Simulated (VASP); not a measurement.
# SrTiO3 in VASP: notebook, part 2 of 2

VASP 6.6.1. Earlier steps stand in the parts before.

**4. Single point, PBE**

This run uses another cell than the first one, of 11.11 Å³/atom.

INCAR reads:

```
PREC     = Accurate       # precision mode
ENCUT    = 520            # plane-wave cutoff, eV
EDIFF    = 1E-6           # SCF threshold, eV
ISMEAR   = 0              # smearing method
SIGMA    = 0.05           # smearing width, eV
LREAL    = F              # projectors in reciprocal space
LASPH    = T              # aspherical terms in the spheres
NELM     = 80             # most SCF steps
ALGO     = Normal         # electronic algorithm
ISIF     = 2              # what is computed and relaxed
LWAVE    = F              # write WAVECAR
LCHARG   = T              # write CHGCAR
GGA      = PE             # functional
LELF     = T              # ELF
LVHAR    = T            
NBANDS   = 51             # bands
```

KPOINTS reads:

```
Automatic mesh
0
Gamma
  8 8 8
```

POSCAR reads:

```
SrTiO3
1.0
   -2.7389670940      2.6864756194      3.8283255864
    2.6864756194     -2.7389670940      3.8283255864
    2.7020253093      2.7020253093     -3.8652673712
Sr Ti O
2 2 6
Direct
    0.7500000000      0.2500000000      0.5000000000
    0.2500000000      0.7500000000      0.5000000000
    0.0000000000      0.0000000000      0.0000000000
    0.5000000000      0.5000000000      0.0000000000
    0.2500000000      0.2500000000      0.0000000000
    0.7500000000      0.7500000000      0.0000000000
    0.7280787197      0.2280787197      0.9561574394
    0.2280787197      0.2719212803      0.5000000000
    0.2719212803      0.7719212803      0.0438425606
    0.7719212803      0.7280787197      0.5000000000
```

Potentials or basis: VASP PAW PBE potentials, release 64 (Sr_sv, Ti_sv, O).

The run is started by

```
$ cat potpaw_PBE.64/Sr_sv/POTCAR potpaw_PBE.64/Ti_sv/POTCAR potpaw_PBE.64/O/POTCAR > POTCAR
$ mpirun -np 1 vasp_std > vasp.out
```

OUTCAR:

```text
PREC = Accurate
   ENCUT = 520
   EDIFF = 1E-6
   ISMEAR = 0
   LREAL = F
   LASPH = T
   NELM = 80
   ISIF = 2
   GGA = PE

 ion  position               nearest neighbor table
   1  0.750  0.250  0.500-   9 2.55   8 2.59  10 2.59   7 2.60   5 2.69   6 2.69   6 2.69   5 2.69
                             9 2.78   8 2.83  10 2.83   7 2.84   4 3.28   3 3.28   3 3.28   4 3.28
   2  0.250  0.750  0.500-   7 2.55   8 2.59  10 2.59   9 2.60   5 2.69   6 2.69   5 2.69   6 2.69
                             7 2.78   8 2.83  10 2.83   9 2.84   3 3.28   4 3.28   4 3.28   3 3.28
   3  0.000  0.000  0.000-   8 1.90  10 1.90   5 1.91   6 1.91   9 1.93   7 1.93   1 3.28   2 3.28
                             1 3.28   2 3.28   2 3.33   2 3.33   1 3.33   1 3.33
   4  0.500  0.500  0.000-  10 1.90   8 1.90   5 1.91   6 1.91   7 1.93   9 1.93   2 3.28   1 3.28
                             2 3.28   1 3.28   2 3.33   2 3.33   1 3.33   1 3.33
   5  0.250  0.250  0.000-   3 1.91   4 1.91   1 2.69   2 2.69   2 2.69   1 2.69
   6  0.750  0.750  0.000-   3 1.91   4 1.91   1 2.69   2 2.69   1 2.69   2 2.69
   7  0.728  0.228  0.956-   3 1.93   4 1.93   2 2.55   1 2.60   2 2.78   1 2.84
   8  0.228  0.272  0.500-   4 1.90   3 1.90   1 2.59   2 2.59   1 2.83   2 2.83
   9  0.272  0.772  0.044-   3 1.93   4 1.93   1 2.55   2 2.60   1 2.78   2 2.84
  10  0.772  0.728  0.500-   3 1.90   4 1.90   1 2.59   2 2.59   1 2.83   2 2.83

  Warning from LATTYP: Got some problem with cell dimensions!
  Tried to take original basis but could not verify dimensions!
  LATTYP: Found a base centered monoclinic cell.
 ALAT       =     7.5686081498
 B/A-ratio  =     1.0137576838
 C/A-ratio  =     0.7042958609
 COS(beta)  =    -0.6959553202

  Lattice vectors:

 A1 = (  -5.3885009287,   0.0369417847,   0.0369417848)
 A2 = (   0.0369417847,  -5.3885009287,   0.0369417848)
 A3 = (   2.6495338347,   2.6495338347,   3.7913838016)

Analysis of symmetry for initial positions (statically):
=====================================================================
 Subroutine PRICEL returns:
 Original cell was already a primitive cell.

 Routine SETGRP: Setting up the symmetry group for a
 base centered monoclinic supercell.

 Subroutine GETGRP returns: Found  4 space group operations
[... 167 lines left out ...]
 Gauss-broadening in eV      SIGMA  =   0.05
  energy-cutoff  :      520.00
  volume of cell :      111.14
 maximum number of plane-waves:      3014
   NGX = 21   NGY = 21   NGZ = 21

 number of electron      80.0000003 magnetization

 Free energy of the ion-electron system (eV)
  ---------------------------------------------------
  ext. energy  EPLUGINS =         0.00000000
  ---------------------------------------------------
  free energy    TOTEN  =       -79.54113462 eV

  energy without entropy =      -79.54113462  energy(sigma->0) =      -79.54113462

 E-fermi :   4.9540     XC(G=0): -11.6410

 val. band max:        4.6666393824   @ k =  -0.1250   0.1250   0.0000
 cond. band min:       6.6873337432   @ k =   0.0000   0.0000   0.0000
 fundamental gap:      2.0206943608
 Fermi energy:         4.9540050954

 k-point     1 :       0.0000    0.0000    0.0000
  band No.  band energies     occupation
      1     -51.4844      2.00000
      2     -51.4776      2.00000
      3     -27.8828      2.00000
      4     -27.8626      2.00000
      5     -27.8486      2.00000
      6     -27.7874      2.00000
[... 1285 lines left out ...]
     50      11.8989      0.00000
     51      12.2271      0.00000

 [... further k-points ...]

------------------------ aborting loop because EDIFF is reached ----------------------------------------

  FORCE on cell =-STRESS in cart. coord.  units (eV):
  Direction    XX          YY          ZZ          XY          YZ          ZX
  --------------------------------------------------------------------------------------
  -------------------------------------------------------------------------------------
  Total       13.7528285     13.7528285     13.9363650      1.5312523      1.2448878      1.2448879
  in kB      198.2528052    198.2528052    200.8985605     22.0736458     17.9455812     17.9455822
  external PRESSURE =     199.1347236 kB  Pullay stress =       0.0000000 kB

 VOLUME and BASIS-vectors are now :
 -----------------------------------------------------------------------------
  energy-cutoff  :      520.00
  volume of cell :      111.14
      direct lattice vectors                 reciprocal lattice vectors
    -2.738967094  2.686475619  3.828325586     0.002182835  0.186499591  0.131898946
     2.686475619 -2.738967094  3.828325586     0.186499591  0.002182835  0.131898946
     2.702025309  2.702025309 -3.865267371     0.186879119  0.186879119  0.002562363

 POSITION                                       TOTAL-FORCE (eV/Angst)
 -----------------------------------------------------------------------------------
     -0.03159      2.68113      1.89569         0.033212      0.033212      0.034481
      2.68113     -0.03159      1.89569        -0.033212     -0.033212     -0.034481
      0.00000      0.00000      0.00000        -0.000000      0.000000      0.000000
     -0.02625     -0.02625      3.82833        -0.000000      0.000000      0.000000
     -0.01312     -0.01312      1.91416        -0.002217      0.002217      0.000000
     -0.03937     -0.03937      5.74249         0.002217     -0.002217      0.000000
      1.20211      3.91483     -0.03532        -0.025613     -0.025613      0.038317
      1.45682      1.21896     -0.01847         0.054693     -0.054693      0.000000
      1.44743     -1.26529      3.82671         0.025613      0.025613     -0.038317
      1.19271      1.43058      3.80985        -0.054693      0.054693      0.000000
 -----------------------------------------------------------------------------------
    total drift:                               -0.000000     -0.000000      0.000000

  FREE ENERGIE OF THE ION-ELECTRON SYSTEM (eV)
  ---------------------------------------------------
  free  energy   TOTEN  =       -79.5411346228 eV

  energy  without entropy=      -79.5411346228  energy(sigma->0) =      -79.54113462
```

OSZICAR:

```text
N       E                     dE             d eps       ncg     rms          rms(c)
DAV:   1     0.100995273489E+04    0.10100E+04   -0.40349E+04 15300   0.174E+03
DAV:   2     0.532119001053E+02   -0.95674E+03   -0.89625E+03 16539   0.507E+02
DAV:   3    -0.918337534797E+02   -0.14505E+03   -0.14212E+03 19959   0.189E+02
DAV:   4    -0.993525839653E+02   -0.75188E+01   -0.75015E+01 22896   0.420E+01
DAV:   5    -0.996582828844E+02   -0.30570E+00   -0.30542E+00 21648   0.699E+00    0.421E+01
DAV:   6    -0.788687584810E+02    0.20790E+02   -0.10286E+02 22393   0.742E+01    0.252E+01
DAV:   7    -0.795810565267E+02   -0.71230E+00   -0.16618E+01 20788   0.228E+01    0.177E+01
DAV:   8    -0.796861648041E+02   -0.10511E+00   -0.28415E+00 20941   0.144E+01    0.413E+00
DAV:   9    -0.795439032062E+02    0.14226E+00   -0.67398E-01 20910   0.736E+00    0.132E+00
DAV:  10    -0.795640519530E+02   -0.20149E-01   -0.31982E-01 18893   0.281E+00    0.131E+00
DAV:  11    -0.795409063497E+02    0.23146E-01   -0.94218E-02 22739   0.198E+00    0.231E-01
DAV:  12    -0.795412001340E+02   -0.29378E-03   -0.67403E-03 18561   0.455E-01    0.128E-01
DAV:  13    -0.795410708225E+02    0.12931E-03   -0.68003E-04 23524   0.246E-01    0.600E-02
DAV:  14    -0.795411481463E+02   -0.77324E-04   -0.22348E-04 20065   0.922E-02    0.469E-02
DAV:  15    -0.795411332463E+02    0.14900E-04   -0.65624E-05 23503   0.745E-02    0.179E-02
DAV:  16    -0.795411355251E+02   -0.22789E-05   -0.20262E-05 19951   0.262E-02    0.929E-03
DAV:  17    -0.795411346228E+02    0.90239E-06   -0.14127E-06 10281   0.899E-03
   1 F= -.79541135E+02 E0= -.79541135E+02  d E =-.582380E-18
```

stdout:

```text
POSCAR found type information on POSCAR SrTiO
 POSCAR found :  3 types and      10 ions
 scaLAPACK will be used
 LDA part: xc-table for (Slater+PW92), standard interpolation
 POSCAR, INCAR and KPOINTS ok, starting setup
 FFT: planning ... GRIDC
 FFT: planning ... GRID_SOFT
 FFT: planning ... GRID
 WAVECAR not read
 entering main loop
```

Run time: 33 min. Hardware: 1 thread of Oxide Virtual Turin-like, shared host; peak memory 0.71 GiB.

What came out:

```yaml
Free_energy: -79.5411 eV
Pressure: 19.9 GPa
Largest_force: 0.077 eV/Å
Band_gap_on_the_k_mesh: 2.02 eV (least direct gap 2.03 eV)
```

Forces in eV/Å, atoms in the order of the input:
```
Sr   0.033  0.033  0.034
Sr  -0.033 -0.033 -0.034
Ti   0.000  0.000  0.000
Ti   0.000  0.000  0.000
O   -0.002  0.002  0.000
O    0.002 -0.002  0.000
O   -0.026 -0.026  0.038
O    0.055 -0.055  0.000
O    0.026  0.026 -0.038
O   -0.055  0.055  0.000
```

Stress tensor (GPa, compression positive):
```
19.83  2.21  1.79
 2.21 19.83  1.79
 1.79  1.79 20.09
```

Levels at points of the mesh, in eV from the valence-band top:
| k point | band 36 | band 37 | band 38 | band 39 | band 40 | band 41 | band 42 | band 43 | band 44 | band 45 |
| --- | --- | --- | --- | --- | --- | --- | --- | --- | --- | --- |
| (0.00, 0.00, 0.00) | -0.28 | -0.21 | -0.15 | -0.04 | -0.01 | 2.02 | 2.07 | 2.10 | 4.54 | 4.84 |
| (0.50, 0.00, 0.00) | -1.07 | -0.88 | -0.86 | -0.67 | -0.65 | 3.64 | 3.69 | 3.71 | 3.72 | 3.76 |
| (0.50, 0.50, 0.00) | -1.54 | -1.45 | -0.75 | -0.57 | -0.05 | 2.23 | 4.04 | 4.07 | 4.14 | 4.18 |
| (0.00, 0.00, 0.50) | -1.58 | -1.51 | -0.69 | -0.68 | -0.10 | 2.22 | 4.04 | 4.15 | 4.18 | 4.18 |
| (0.50, 0.00, 0.50) | -0.97 | -0.83 | -0.76 | -0.65 | -0.62 | 3.67 | 3.67 | 3.70 | 3.72 | 3.76 |
| (0.50, 0.50, 0.50) | -1.54 | -1.54 | -0.63 | -0.63 | -0.10 | 2.26 | 4.01 | 4.07 | 4.23 | 4.30 |

Caveat: the cell stands under pressure. A k mesh can miss the band edges.

**5. Summary**

```csv
cell,gap on the mesh (eV),pressure (GPa),largest force (eV/Å)
"a = 5.735 Å, angles 120.2, 120.2, 89.7°, 10 atoms",1.71,-12.0,0.05
"a = 5.365, b = 5.365, c = 5.333 Å, angles 119.5, 119.5, 88.9°, 10 atoms",1.99,20.2,0.11
"a = 5.420, b = 5.420, c = 5.435 Å, angles 120.5, 120.5, 90.1°, 10 atoms",2.02,19.9,0.08
```

Alike in all rows: task single point; level PBE; potentials or basis VASP PAW PBE potentials, release 64 (Sr_sv, Ti_sv, O); no spin polarisation; k mesh 8 × 8 × 8; cutoff (eV) 520; smearing gaussian 0.05 eV.

Caveats: the cell stands under pressure (at least some runs); the cell stands under tension (at least some runs).

Absolute energies hang on the potentials; compare differences alone.
